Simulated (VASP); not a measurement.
AlN, 2 atoms in the cell. Symmetry: I-4m2, No. 119, tetragonal system. The conventional cell has a = 3.121 Å, b = 3.121 Å, c = 4.323 Å, α = 90.00°, β = 90.00°, γ = 90.00°. Al (site symmetry -4m2) has 4 N at 1.90 Å within 2.5 Å. Within 2.5 Å of N (site symmetry -4m2) lie 4 Al at 1.90 Å.  This cell differs from its parent crystal: in-plane strain +0.01, then relaxed in part.

| Quantity | Value |
| --- | --- |
| Program | VASP 6.6.1 |
| Task | single point |
| Functional | r2SCAN |
| Potentials or basis | VASP PAW PBE potentials, release 64 (Al, N) |
| Cutoff | 520 eV |
| k mesh | 10 × 10 × 10 |
| Occupations | gaussian, width 0.01 eV |
| Spin | no spin polarisation |
| Dipole correction | no |
| Further INCAR settings | ALGO = Normal; EDIFF = 1e-06; NBANDS = 11 |

Potentials or basis: VASP PAW PBE potentials, release 64 (Al, N).

Run with:

```console
$ cat potpaw_PBE.64/Al/POTCAR potpaw_PBE.64/N/POTCAR > POTCAR
$ cp INCAR.step1 INCAR
$ mpirun -np 1 vasp_std > vasp.out
$ cp INCAR.step2 INCAR
$ mpirun -np 1 vasp_std > vasp.out
```

Hardware: 1 thread of Intel Xeon 6975P-C, on a shared host.

Question: Estimate the wall time of this run.

Answer: Run time: 47 s on 1 thread of Intel Xeon 6975P-C, on a shared host, peak memory 0.15 GiB. Counts: k points 102.
